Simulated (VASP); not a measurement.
# Pt (Fm-3m) in VASP: settings compared

Aim: see how the results for Pt move with the level of theory and the settings. Levels: LDA, PBE0, PBE-based screened hybrid with 25 % exact exchange, BLYP. Tasks: single point.

Everything below comes from runs of VASP 6.6.1. Logs are shortened: lines on timing, memory, paths and dates and some standing lists are left out, and cuts for length are marked.

## Step 1: The cell of the first run

It takes space group Fm-3m (No. 225, cubic). Conventional cell: a = 3.842 Å, b = 3.842 Å, c = 3.842 Å, α = 90.00°, β = 90.00°, γ = 90.00°. Within 3.6 Å of Pt (site symmetry m-3m) lie 12 Pt at 2.72 Å.

## Step 2: Single point, LDA

Contents of INCAR:

```
SYSTEM = Pt
  PREC = Accurate
  ENCUT = 570
  EDIFF = 1E-6
  ISMEAR = -1
  SIGMA = 0.05
  LREAL = .FALSE.
  LASPH = .TRUE.
  NELM = 120
  ALGO = Normal
  ISIF = 2
  LWAVE = .FALSE.
  LCHARG = .TRUE.
  GGA = CA
  LELF = .TRUE.
  LVHAR = .TRUE.
  NBANDS = 15
  GGA_COMPAT = .FALSE.
```

Contents of KPOINTS:

```
Automatic mesh
0
G
  12 12 12
  0 0 0
```

Contents of POSCAR:

```
Pt
1.0
    0.0000000000      1.9208704006      1.9208704006
    1.9208704006      0.0000000000      1.9208704006
    1.9208704006      1.9208704006      0.0000000000
Pt
1
Direct
    0.0000000000      0.0000000000      0.0000000000
```

Potentials or basis: VASP PAW LDA potentials, release 64 (Pt_sv_GW).

Started as:

```sh
$ cat potpaw_LDA.64/Pt_sv_GW/POTCAR > POTCAR
$ mpirun -np 1 vasp_std > vasp.out
```

OUTCAR:

```text
SYSTEM = Pt
   PREC = Accurate
   ENCUT = 570
   EDIFF = 1E-6
   ISMEAR = -1
   LREAL = .FALSE.
   LASPH = .TRUE.
   NELM = 120
   ISIF = 2
   GGA = CA

 ion  position               nearest neighbor table
   1  0.000  0.000  0.000-

  LATTYP: Found a face centered cubic cell.
 ALAT       =     3.8417408012

  Lattice vectors:

 A1 = (   0.0000000000,   1.9208704006,   1.9208704006)
 A2 = (   1.9208704006,   0.0000000000,   1.9208704006)
 A3 = (   1.9208704006,   1.9208704006,   0.0000000000)

Analysis of symmetry for initial positions (statically):
=====================================================================
 Subroutine PRICEL returns:
 Original cell was already a primitive cell.

 Routine SETGRP: Setting up the symmetry group for a
 face centered cubic supercell.

 Subroutine GETGRP returns: Found 48 space group operations
 (whereof 48 operations were pure point group operations)
 out of a pool of 48 trial point group operations.

The static configuration has the point symmetry O_h .

Analysis of symmetry for dynamics (positions and initial velocities):
=====================================================================
 Subroutine PRICEL returns:
 Original cell was already a primitive cell.

 Routine SETGRP: Setting up the symmetry group for a
 face centered cubic supercell.

 Subroutine GETGRP returns: Found 48 space group operations
 (whereof 48 operations were pure point group operations)
 out of a pool of 48 trial point group operations.

The dynamic configuration has the point symmetry O_h .

 Subroutine INISYM returns: Found 48 space group operations
 (whereof 48 operations are pure point group operations),
 and found     1 'primitive' translations

----------------------------------------------------------------------------------------

                                     Primitive cell

  volume of cell :      14.1750

  direct lattice vectors                    reciprocal lattice vectors
     0.000000000  1.920870401  1.920870401    -0.260298665  0.260298665  0.260298665
     1.920870401  0.000000000  1.920870401     0.260298665 -0.260298665  0.260298665
     1.920870401  1.920870401  0.000000000     0.260298665  0.260298665 -0.260298665

  length of vectors
     2.716520972  2.716520972  2.716520972     0.450850512  0.450850512  0.450850512

  position of ions in fractional coordinates (direct lattice)
     0.000000000  0.000000000  0.000000000

  ion indices of the primitive-cell ions
   primitive index   ion index
                 1           1

----------------------------------------------------------------------------------------

[... 76 lines left out ...]
   ISYM   =      2    0-nonsym 1-usesym 2-fastsym
   POTIM  = 0.5000    time-step for ionic-motion
   TEBEG  =    0.0;   TEEND  =   0.0 temperature during run
   PSTRESS=    0.0 pullay stress
   NELECT =      18.0000    total number of electrons
   NUPDOWN=      -1.0000    fix difference up-down
   EMIN   =  10.00;   EMAX   =-10.00  energy-range for DOS
   EFERMI =   0.00;   METHOD = LEGACY
   ISMEAR =    -1;   SIGMA  =   0.05  broadening in eV -4-tet -1-fermi 0-gaus
   EFERMI_NEDOS =   21; number of points for ismear=-14 and -15
   IALGO  =     38    algorithm
   IMIX   =      4    mixing-type and parameters
     AMIX     =   0.40;   BMIX     =  1.00
     AMIX_MAG =   1.60;   BMIX_MAG =  1.00
  volume/ion in A,a.u.               =      14.18        95.66
  Fermi-wavevector in a.u.,A,eV,Ry     =   1.772791  3.350090 42.760238  3.142789
  Thomas-Fermi vector in A             =   2.839113
   LORBIT       =      0    0 simple, 1 ext, 2 COOP (PROOUT), +10 PAW based schemes
   GGA     = CA    functional components
   LHFCALC =     F    Hartree Fock is set to
   AEXX    =    0.0000 exact exchange contribution
   IVDW    =     0    specifies the selected vdW correction
   LEPSILON=     F    determine dielectric tensor
   LRPA    =     F    only Hartree local field effects (RPA)
 non-spin polarized calculation
  energy-cutoff  :      570.00
  volume of cell :       14.18
 maximum number of plane-waves:       448
 NGX is ok and might be reduce to    24
   NGX = 11   NGY = 11   NGZ = 11

 number of electron      18.0000000 magnetization

 Free energy of the ion-electron system (eV)
  ---------------------------------------------------
  ext. energy  EPLUGINS =         0.00000000
  ---------------------------------------------------
  free energy    TOTEN  =        -7.30480399 eV

  energy without entropy =       -7.29012532  energy(sigma->0) =       -7.29746465

 E-fermi :  11.6865     XC(G=0): -14.7755

 val. band max:       11.6815217101   @ k =  -0.4167   0.3333   0.0833
 cond. band min:      11.6870128532   @ k =   0.5000   0.4167   0.0833
 fundamental gap:      0.0054911431
 Fermi energy:        11.6864965088

 k-point     1 :       0.0000    0.0000    0.0000
  band No.  band energies     occupation
      1     -86.8382      2.00000
      2     -40.9765      2.00000
      3     -40.9765      2.00000
      4     -40.9765      2.00000
      5       0.7579      2.00000
      6       7.4662      2.00000
      7       7.4662      2.00000
      8       7.4662      2.00000
      9       9.8752      2.00000
     10       9.8752      2.00000
     11      26.1444      0.00000
     12      31.3872      0.00000
     13      31.3872      0.00000
     14      31.3872      0.00000
[... 401 lines left out ...]
      2     -41.5230      2.00000
      3     -41.1728      2.00000
      4     -41.0871      2.00000
      5       4.5524      2.00000
      6       6.7609      2.00000
      7       8.1504      2.00000
      8       8.4747      2.00000
      9      11.3417      1.99798
     10      14.8527      0.00000
     11      18.1408      0.00000
     12      26.7932      0.00000
     13      28.9157      0.00000
     14      30.7540      0.00000
     15      39.1982      0.00000

 [... further k-points ...]
[... 5 lines left out ...]
  --------------------------------------------------------------------------------------
  -------------------------------------------------------------------------------------
  Total        1.2096009      1.2096009      1.2096009      0.0000000      0.0000000      0.0000000
  in kB      136.7188819    136.7188819    136.7188819      0.0000000      0.0000000      0.0000000
  external PRESSURE =     136.7188819 kB  Pullay stress =       0.0000000 kB

 VOLUME and BASIS-vectors are now :
 -----------------------------------------------------------------------------
  energy-cutoff  :      570.00
  volume of cell :       14.18
      direct lattice vectors                 reciprocal lattice vectors
     0.000000000  1.920870401  1.920870401    -0.260298665  0.260298665  0.260298665
     1.920870401  0.000000000  1.920870401     0.260298665 -0.260298665  0.260298665
     1.920870401  1.920870401  0.000000000     0.260298665  0.260298665 -0.260298665

 POSITION                                       TOTAL-FORCE (eV/Angst)
 -----------------------------------------------------------------------------------
      0.00000      0.00000      0.00000         0.000000      0.000000      0.000000
 -----------------------------------------------------------------------------------
    total drift:                                0.000000     -0.000000      0.000000

  FREE ENERGIE OF THE ION-ELECTRON SYSTEM (eV)
  ---------------------------------------------------
  free  energy   TOTEN  =        -7.3048039905 eV

  energy  without entropy=       -7.2901253174  energy(sigma->0) =       -7.29746465
```

It took 6.5 s on 1 thread of Intel Xeon 6975P-C (Granite Rapids), shared host; peak memory 0.14 GiB.

What came out:

* Free energy: -7.3048 eV
* Pressure: 13.7 GPa
* Band gap on the k mesh: zero (bands 9 and 10 overlap by 2.48 eV)

Levels at points of the mesh, in eV from the Fermi level:
| k point | band 5 | band 6 | band 7 | band 8 | band 9 | band 10 | band 11 | band 12 | band 13 | band 14 |
| --- | --- | --- | --- | --- | --- | --- | --- | --- | --- | --- |
| (0.00, 0.00, 0.00) | -10.93 | -4.22 | -4.22 | -4.22 | -1.81 | -1.81 | 14.46 | 19.70 | 19.70 | 19.70 |
| (0.50, 0.00, 0.00) | -8.01 | -4.29 | -4.29 | -0.71 | 0.04 | 0.04 | 6.33 | 14.05 | 19.32 | 19.32 |
| (0.50, 0.50, 0.00) | -7.80 | -7.32 | 0.02 | 0.54 | 0.54 | 1.68 | 9.59 | 11.57 | 11.57 | 21.00 |

Caveat: the cell stands under pressure; spin-orbit coupling is left out, which moves the levels of the heavy elements.

## Step 3: Single point, PBE0

This run uses another cell than the first one, of 15.08 Å³/atom.

Contents of POSCAR:

```
Pt
1.0
    0.0000000000      1.9609000000      1.9609000000
    1.9609000000      0.0000000000      1.9609000000
    1.9609000000      1.9609000000      0.0000000000
Pt
1
Direct
    0.0000000000      0.0000000000      0.0000000000
```

Contents of INCAR.step1:

```
PREC = Accurate ; ENCUT = 400
EDIFF = 1E-5 ; ISMEAR = 1
SIGMA = 0.15 ; LREAL = False
LASPH = True ; NELM = 120
ALGO = Normal ; ISIF = 2
LWAVE = True ; GGA = PE
NBANDS = 11 ; GGA_COMPAT = False
```

Contents of INCAR.step2:

```
PREC = Accurate ; ENCUT = 400
EDIFF = 1E-6 ; ISMEAR = 1
SIGMA = 0.15 ; LREAL = False
LASPH = True ; NELM = 120
ALGO = Normal ; ISIF = 2
LWAVE = False ; LCHARG = True
GGA = PE ; LHFCALC = True
AEXX = 0.25 ; PRECFOCK = Normal
LELF = True ; LVHAR = True
ISTART = 1 ; NBANDS = 11
GGA_COMPAT = False
```

Contents of KPOINTS:

```
Automatic mesh
0
Gamma
  7 7 7
```

Potentials or basis: VASP PAW PBE potentials, release 64 (Pt).

Started as:

```sh
$ cat potpaw_PBE.64/Pt/POTCAR > POTCAR
$ cp INCAR.step1 INCAR
$ mpirun -np 1 vasp_std > vasp.out
$ cp INCAR.step2 INCAR
$ mpirun -np 1 vasp_std > vasp.out
```

It took 6.7 min on 1 thread of Intel Xeon Platinum 8488C (Sapphire Rapids), shared host; peak memory 0.12 GiB.

It converged, with:

```
Free energy            : -7.4419 eV
Pressure               : 2.7 GPa
Band gap on the k mesh : zero (bands 5 and 6 overlap by 3.45 eV)
```

Levels at points of the mesh, in eV from the Fermi level:
```
           k point  band 2  band 3  band 4  band 5  band 6  band 7  band 8  band 9
(0.00, 0.00, 0.00)   -4.54   -4.54   -4.54   -2.42   -2.42   16.57   21.79   21.79
```

Caveat: the k points lie up to 0.40 Å⁻¹ apart, too coarse for converged energies and pressures of a metal; the PAW data sets were made with another functional, which shifts forces and pressure a little; spin-orbit coupling is left out, which moves the levels of the heavy elements.

## Step 4: Single point, PBE-based screened hybrid with 25 % exact exchange (17.34 Å³/atom)

This run uses another cell than the first one, of 17.34 Å³/atom.

Contents of POSCAR:

```
Pt
1.0
    0.0000000000      2.0544144450      2.0544144450
    2.0544144450      0.0000000000      2.0544144450
    2.0544144450      2.0544144450      0.0000000000
Pt
1
Direct
    0.0000000000      0.0000000000      0.0000000000
```

Contents of INCAR.step1:

```
SYSTEM = Pt
PREC = Accurate ; ENCUT = 400
EDIFF = 1E-5 ; ISMEAR = 0
SIGMA = 0.01 ; LREAL = .False.
LASPH = .True. ; NELM = 120
ALGO = Normal ; ISIF = 2
LWAVE = .True. ; GGA = PE
NBANDS = 11 ; GGA_COMPAT = .False.
```

Contents of INCAR.step2:

```
SYSTEM = Pt
PREC = Accurate ; ENCUT = 400
EDIFF = 1E-6 ; ISMEAR = 0
SIGMA = 0.01 ; LREAL = .False.
LASPH = .True. ; NELM = 120
ALGO = Normal ; ISIF = 2
LWAVE = .False. ; LCHARG = .True.
GGA = PE ; LHFCALC = .True.
AEXX = 0.25 ; HFSCREEN = 0.3
PRECFOCK = Normal ; LELF = .True.
LVHAR = .True. ; ISTART = 1
NBANDS = 11 ; GGA_COMPAT = .False.
```

Contents of KPOINTS:

```
regular mesh
0
Gamma
  8 8 8
  0 0 0
```

Started as:

```sh
$ cat potpaw_PBE.64/Pt/POTCAR > POTCAR
$ cp INCAR.step1 INCAR
$ mpirun -np 1 vasp_std > vasp.out
$ cp INCAR.step2 INCAR
$ mpirun -np 1 vasp_std > vasp.out
```

Run time: 19 min. Hardware: 1 thread of Intel Xeon Platinum 8488C (Sapphire Rapids), shared host; peak memory 0.23 GiB.

Results (log left out):

```
Free energy            : -6.5033 eV
Pressure               : -25.1 GPa
Band gap on the k mesh : zero (bands 5 and 6 overlap by 2.28 eV)
```

Levels at points of the mesh, in eV from the Fermi level:
| k point | band 3 | band 4 | band 5 | band 6 | band 7 | band 8 |
| --- | --- | --- | --- | --- | --- | --- |
| (0.00, 0.00, 0.00) | -3.35 | -3.35 | -1.71 | -1.71 | 16.18 | 20.56 |
| (0.50, 0.00, 0.00) | -3.49 | -0.02 | -0.02 | 0.46 | 5.89 | 15.66 |
| (0.50, 0.50, 0.00) | -0.27 | 0.51 | 0.51 | 2.60 | 8.73 | 12.12 |

Caveat: the cell stands under tension; the PAW data sets were made with another functional, which shifts forces and pressure a little; spin-orbit coupling is left out, which moves the levels of the heavy elements.

(Part 1 of 2 ends here.)

The gap in the log of VASP goes by the Fermi energy; the results here count the filled bands.